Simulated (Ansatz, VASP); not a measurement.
## Ni: VASP beside Ansatz

Contents of INCAR:

```
  PREC = Accurate
  ENCUT = 520
  EDIFF = 1E-7
  ISMEAR = -1
  SIGMA = 0.05
  LREAL = False
  LASPH = True
  NELM = 150
  ALGO = Normal
  ISIF = 2
  LWAVE = False
  LCHARG = False
  ISPIN = 2
  MAGMOM = 0.7 0.7
  LORBIT = 11
  LMAXMIX = 4
  GGA = RE
  NBANDS = 21
```

The input KPOINTS:

```
Automatic mesh
0
Gamma
  16 16 9
```

File POSCAR:

```
Ni
1.0
    2.6030827908      0.0000000000      0.0000000000
   -1.3015413954      2.2543358250      0.0000000000
    0.0000000000      0.0000000000      4.2630386391
Ni
2
Direct
    0.3333333333      0.6666666667      0.2500000000
    0.6666666667      0.3333333333      0.7500000000
```

Input for Ansatz:

```yaml
crystal:
  lattice:
    - [2.6030827908, 0.0, 0.0]
    - [-1.3015413954, 2.254335825, 0.0]
    - [0.0, 0.0, 4.2630386391]
  atoms:
    - { symbol: Ni, position: [0.3333333333, 0.6666666667, 0.25], spin: 0.7 }
    - { symbol: Ni, position: [0.6666666667, 0.3333333333, 0.75], spin: 0.7 }
hamiltonian:
  xc: revpbe
  pseudopotentials:
    kind: paw
    azcp:
      Ni: "pseudopotentials/Ni.paw.azcp"
basis:
  ecutwfc: 420
  fft_grid_basis: typed
kpoints:
  mp_grid: { grid: [16, 16, 9], shift: [0, 0, 0] }
magnetization:
  spin_polarized: true
scf:
  occupations: { method: fermi_dirac, width: 0.05 }
  lower_state_search: "off"
output:
  stress: true
  write_density: true
  write_potential: true
  elf: true
  volumetric_format: npy
```

Alike in both runs: task single point; functional revPBE; k mesh 16 × 16 × 9; occupations fermi-dirac, width 0.05 eV; collinear spin.

|  | VASP | Ansatz |
| --- | --- | --- |
| version | VASP 6.6.1 | Ansatz 0.2.0 |
| potentials or method | VASP PAW PBE potentials, release 64 (Ni), cutoff 520 eV | plane waves (420 eV) with PAW, scalar-relativistic |
| valence electrons in the cell | 20 | 36 |

```csv
,VASP,Ansatz,Ansatz less VASP
pressure (GPa),-15.3,-15.6,-0.39
"traceless stress, the component that is largest in VASP (GPa)",0.07,0.05,-0.022
net moment per atom (μB),0.70,0.72,+0.019
size of the moment on the site where the two differ most (μB),0.72,0.76,+0.040
```

VASP's potentials were made for PBE, not for revPBE. Site moments also hang on the region over which each program counts them. VASP's potentials hold 20 valence electrons a cell and Ansatz's 36, so a difference there can come from the potentials and not from the codes.
